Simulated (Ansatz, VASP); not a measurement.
## NaH: VASP beside Ansatz

The input POSCAR:

```
NaH
1.0
    0.0000000000      2.3428490071      2.3428490071
    2.3428490071      0.0000000000      2.3428490071
    2.3428490071      2.3428490071      0.0000000000
Na H
1 1
Direct
    0.0000000000      0.0000000000      0.0000000000
    0.5000000000      0.5000000000      0.5000000000
```

Contents of INCAR.step1:

```
SYSTEM = NaH
ALGO = Normal
EDIFF = 1E-5
ENCUT = 520
GGA = PE
ISIF = 2
ISMEAR = 0
LASPH = .True.
LCHARG = .False.
LREAL = .False.
LWAVE = .True.
NBANDS = 11
NELM = 60
PREC = Accurate
SIGMA = 0.01
```

The input INCAR.step2:

```
SYSTEM = NaH
ALGO = Normal
EDIFF = 1E-7
ENCUT = 520
GGA = PE
HFSCREEN = 0.2079
ISIF = 2
ISMEAR = 0
ISTART = 1
LASPH = .True.
LCHARG = .False.
LHFCALC = .True.
LREAL = .False.
LWAVE = .False.
NBANDS = 11
NELM = 60
PREC = Accurate
PRECFOCK = Normal
SIGMA = 0.01
```

The input KPOINTS:

```
k-points
0
Gamma
  6 6 6
  0 0 0
```

Input for Ansatz:

```yaml
crystal:
  lattice:
    - [0.0, 2.3428490071, 2.3428490071]
    - [2.3428490071, 0.0, 2.3428490071]
    - [2.3428490071, 2.3428490071, 0.0]
  atoms:
    - { symbol: Na, position: [0.0, 0.0, 0.0] }
    - { symbol: H, position: [0.5, 0.5, 0.5] }
kpoints:
  mp_grid: { grid: [6, 6, 6] }
  band_path:
    path:
      - [0.0, 0.0, 0.0]
      - [0.5, 0.0, 0.5]
      - [0.625, 0.25, 0.625]
      - [0.375, 0.375, 0.75]
      - [0.5, 0.5, 0.5]
      - [0.5, 0.25, 0.75]
    npoints: 1
hamiltonian:
  xc: hse06
scf:
  occupations: { method: fixed }
  n_extra_bands: 4
output:
  forces: true
  stress: true
  eigenvalues: true
```

Change from the starting cell: hydrostatic strain -2.3%.

Alike in both runs: task single point; functional HSE06; k mesh 6 × 6 × 6; no spin polarisation.

|  | VASP | Ansatz |
| --- | --- | --- |
| version | VASP 6.6.1 | Ansatz 0.2.0 |
| potentials or method | VASP PAW PBE potentials, release 64 (Na_pv, H) | plane waves, PAW |
| plane-wave cutoff (eV) | 520 | 420 |
| occupations | gaussian, width 0.01 eV | fixed |
| valence electrons in the cell | 8 | 10 |

Ansatz gave:

```
gap on the k mesh at the Fermi level (eV) : 5.05
pressure (GPa)                            : 2.1
```

Problem. Estimate VASP's values.

Solution. gap on the k mesh at the Fermi level (eV): 5.04; pressure (GPa): 2.1.

VASP's potentials hold 8 valence electrons a cell and Ansatz's 10, so a difference there can come from the potentials and not from the codes. Ansatz's warnings: stress exchange threshold loose, stress scf threshold loose.
